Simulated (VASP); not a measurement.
# Ga4Sb3As (P-4m2) in VASP: single point with PBE

Aim: the single point of Ga4Sb3As with PBE.

Everything below comes from runs of VASP 6.6.1. Logs are shortened: lines on timing, memory, paths and dates and some standing lists are left out, and cuts for length are marked.

### 1 The cell of the first run

The structure is tetragonal, space group P-4m2 (No. 115). Conventional cell: a = 4.315 Å, b = 4.315 Å, c = 12.193 Å, α = 90.00°, β = 90.00°, γ = 90.00°. Within 3.5 Å of Ga (site symmetry 2mm) lie 4 Sb at 2.67 Å. Within 3.4 Å of Ga (site symmetry 2mm) lie 2 As at 2.56 Å and 2 Sb at 2.67 Å. Sb (site symmetry 2mm) has 4 Ga at 2.67 Å within 3.5 Å. Within 3.5 Å of Sb (site symmetry -4m2) lie 4 Ga at 2.67 Å. Within 3.4 Å of As (site symmetry -4m2) lie 4 Ga at 2.56 Å.

### 2 Single point, PBE

The input, INCAR:

```
SYSTEM = Ga4Sb3As
PREC = Accurate
ENCUT = 520
EDIFF = 1E-6
ISMEAR = 0
SIGMA = 0.1
LREAL = .FALSE.
LASPH = .TRUE.
NELM = 60
ALGO = Normal
ISIF = 2
LWAVE = .FALSE.
LCHARG = .FALSE.
GGA = PE
NBANDS = 46
```

The input, KPOINTS:

```
regular mesh
0
G
  4 4 2
  0 0 0
```

The input, POSCAR:

```
Ga4Sb3As
1.0
    4.3145694000      0.0000000000      0.0000000000
    0.0000000000      4.3145694000      0.0000000000
    0.0000000000      0.0000000000     12.1934270000
Ga Sb As
4 3 1
Direct
    0.5000000000      0.0000000000      0.6292700000
    0.0000000000      0.5000000000      0.8873990000
    0.5000000000      0.0000000000      0.1126010000
    0.0000000000      0.5000000000      0.3707300000
    0.5000000000      0.5000000000      0.2418070000
    0.0000000000      0.0000000000      0.5000000000
    0.5000000000      0.5000000000      0.7581930000
    0.0000000000      0.0000000000      0.0000000000
```

Potentials or basis: VASP PAW PBE potentials, release 64 (Ga_d, Sb, As).

Launch:

```
> cat potpaw_PBE.64/Ga_d/POTCAR potpaw_PBE.64/Sb/POTCAR potpaw_PBE.64/As/POTCAR > POTCAR
> mpirun -np 1 vasp_std > vasp.out
```

OUTCAR:

```text
SYSTEM = Ga4Sb3As
   PREC = Accurate
   ENCUT = 520
   EDIFF = 1E-6
   ISMEAR = 0
   LREAL = .FALSE.
   LASPH = .TRUE.
   NELM = 60
   ISIF = 2
   GGA = PE

 ion  position               nearest neighbor table
   1  0.500  0.000  0.629-   7 2.67   7 2.67   6 2.67   6 2.67
   2  0.000  0.500  0.887-   8 2.56   8 2.56   7 2.67   7 2.67
   3  0.500  0.000  0.113-   8 2.56   8 2.56   5 2.67   5 2.67
   4  0.000  0.500  0.371-   5 2.67   5 2.67   6 2.67   6 2.67
   5  0.500  0.500  0.242-   4 2.67   4 2.67   3 2.67   3 2.67
   6  0.000  0.000  0.500-   1 2.67   4 2.67   4 2.67   1 2.67
   7  0.500  0.500  0.758-   1 2.67   1 2.67   2 2.67   2 2.67
   8  0.000  0.000  0.000-   2 2.56   3 2.56   2 2.56   3 2.56

  LATTYP: Found a simple tetragonal cell.
 ALAT       =     4.3145694000
 C/A-ratio  =     2.8261051960

  Lattice vectors:

 A1 = (   4.3145694000,   0.0000000000,   0.0000000000)
 A2 = (   0.0000000000,   4.3145694000,   0.0000000000)
 A3 = (   0.0000000000,   0.0000000000,  12.1934270000)

Analysis of symmetry for initial positions (statically):
=====================================================================
 Subroutine PRICEL returns:
 Original cell was already a primitive cell.

 Routine SETGRP: Setting up the symmetry group for a
 simple tetragonal supercell.

 Subroutine GETGRP returns: Found  8 space group operations
 (whereof  8 operations were pure point group operations)
 out of a pool of 16 trial point group operations.

The static configuration has the point symmetry D_2d.

Analysis of symmetry for dynamics (positions and initial velocities):
=====================================================================
 Subroutine PRICEL returns:
 Original cell was already a primitive cell.

 Routine SETGRP: Setting up the symmetry group for a
 simple tetragonal supercell.

 Subroutine GETGRP returns: Found  8 space group operations
 (whereof  8 operations were pure point group operations)
 out of a pool of 16 trial point group operations.

The dynamic configuration has the point symmetry D_2d.

 Subroutine INISYM returns: Found  8 space group operations
 (whereof  8 operations are pure point group operations),
 and found     1 'primitive' translations

----------------------------------------------------------------------------------------

                                     Primitive cell

  volume of cell :     226.9869
[... 92 lines left out ...]
   IBRION =     -1    ionic relax: 0-MD 1-quasi-New 2-CG
   NFREE  =      0    steps in history (QN), initial steepest desc. (CG)
   ISIF   =      2    stress and relaxation
   ISYM   =      2    0-nonsym 1-usesym 2-fastsym
   POTIM  = 0.5000    time-step for ionic-motion
   TEBEG  =    0.0;   TEEND  =   0.0 temperature during run
   PSTRESS=    0.0 pullay stress
   NELECT =      72.0000    total number of electrons
   NUPDOWN=      -1.0000    fix difference up-down
   EMIN   =  10.00;   EMAX   =-10.00  energy-range for DOS
   EFERMI =   0.00;   METHOD = LEGACY
   ISMEAR =     0;   SIGMA  =   0.10  broadening in eV -4-tet -1-fermi 0-gaus
   EFERMI_NEDOS =   21; number of points for ismear=-14 and -15
   IALGO  =     38    algorithm
   IMIX   =      4    mixing-type and parameters
     AMIX     =   0.40;   BMIX     =  1.00
     AMIX_MAG =   1.60;   BMIX_MAG =  1.00
  volume/ion in A,a.u.               =      28.37       191.47
  Fermi-wavevector in a.u.,A,eV,Ry     =   1.116483  2.109847 16.960127  1.246534
  Thomas-Fermi vector in A             =   2.253097
   LORBIT       =      0    0 simple, 1 ext, 2 COOP (PROOUT), +10 PAW based schemes
   GGA     = PE    functional components
   LHFCALC =     F    Hartree Fock is set to
   AEXX    =    0.0000 exact exchange contribution
   IVDW    =     0    specifies the selected vdW correction
   LEPSILON=     F    determine dielectric tensor
   LRPA    =     F    only Hartree local field effects (RPA)
 non-spin polarized calculation
 Gauss-broadening in eV      SIGMA  =   0.10
  energy-cutoff  :      520.00
  volume of cell :      226.99
 maximum number of plane-waves:      6152
   NGX = 17   NGY = 17   NGZ = 45

 number of electron      72.0000050 magnetization

 Free energy of the ion-electron system (eV)
  ---------------------------------------------------
  ext. energy  EPLUGINS =         0.00000000
  ---------------------------------------------------
  free energy    TOTEN  =       -29.97452377 eV

  energy without entropy =      -29.96879349  energy(sigma->0) =      -29.97165863

 E-fermi :   4.2881     XC(G=0):  -8.9925

 val. band max:        4.2858186091   @ k =   0.0000   0.0000   0.0000
 cond. band min:       4.3946957633   @ k =   0.5000   0.0000   0.0000
 fundamental gap:      0.1088771542
 Fermi energy:         4.2881488398

 k-point     1 :       0.0000    0.0000    0.0000
  band No.  band energies     occupation
      1     -10.7479      2.00000
      2     -10.7058      2.00000
      3     -10.7041      2.00000
      4     -10.7041      2.00000
      5     -10.6850      2.00000
      6     -10.6850      2.00000
[... 577 lines left out ...]
     45      10.9550      0.00000
     46      10.9654      0.00000

------------------------ aborting loop because EDIFF is reached ----------------------------------------

  FORCE on cell =-STRESS in cart. coord.  units (eV):
  Direction    XX          YY          ZZ          XY          YZ          ZX
  --------------------------------------------------------------------------------------
  -------------------------------------------------------------------------------------
  Total        0.8961112      0.8961112     -0.2943071      0.0000000      0.0000000      0.0000000
  in kB        6.3251639      6.3251639     -2.0773548      0.0000000      0.0000000      0.0000000
  external PRESSURE =       3.5243243 kB  Pullay stress =       0.0000000 kB

 VOLUME and BASIS-vectors are now :
 -----------------------------------------------------------------------------
  energy-cutoff  :      520.00
  volume of cell :      226.99
      direct lattice vectors                 reciprocal lattice vectors
     4.314569400  0.000000000  0.000000000     0.231772839  0.000000000  0.000000000
     0.000000000  4.314569400  0.000000000     0.000000000  0.231772839  0.000000000
     0.000000000  0.000000000 12.193427000     0.000000000  0.000000000  0.082011398

 POSITION                                       TOTAL-FORCE (eV/Angst)
 -----------------------------------------------------------------------------------
      2.15728      0.00000      7.67296        -0.000000     -0.000000      0.004615
      0.00000      2.15728     10.82043         0.000000     -0.000000      0.023653
      2.15728      0.00000      1.37299         0.000000     -0.000000     -0.023653
      0.00000      2.15728      4.52047         0.000000     -0.000000     -0.004615
      2.15728      2.15728      2.94846         0.000000      0.000000      0.007195
      0.00000      0.00000      6.09671         0.000000     -0.000000      0.000000
      2.15728      2.15728      9.24497         0.000000     -0.000000     -0.007195
      0.00000      0.00000      0.00000         0.000000     -0.000000      0.000000
 -----------------------------------------------------------------------------------
    total drift:                                0.000000      0.000000      0.000000

  FREE ENERGIE OF THE ION-ELECTRON SYSTEM (eV)
  ---------------------------------------------------
  free  energy   TOTEN  =       -29.9745237694 eV

  energy  without entropy=      -29.9687934949  energy(sigma->0) =      -29.97165863
```

It took 76 s on 1 thread of AMD EPYC 9R45 (Zen 5), shared host; peak memory 0.33 GiB.

Results:

```
Free energy            : -29.9745 eV
Pressure               : 0.4 GPa
Largest force          : 0.024 eV/Å
Band gap on the k mesh : zero (filled and empty bands touch)
```

Forces on the atoms (eV/Å):
```
Ga   0.000  0.000  0.005
Ga   0.000  0.000  0.024
Ga   0.000  0.000 -0.024
Ga   0.000  0.000 -0.005
Sb   0.000  0.000  0.007
Sb   0.000  0.000  0.000
Sb   0.000  0.000 -0.007
As   0.000  0.000  0.000
```

Stress tensor (GPa, compression positive):
```
 0.63  0.00  0.00
 0.00  0.63  0.00
 0.00  0.00 -0.21
```

Caveat: the k points lie up to 0.36 Å⁻¹ apart; spin-orbit coupling is left out, which moves the levels of the heavy elements.
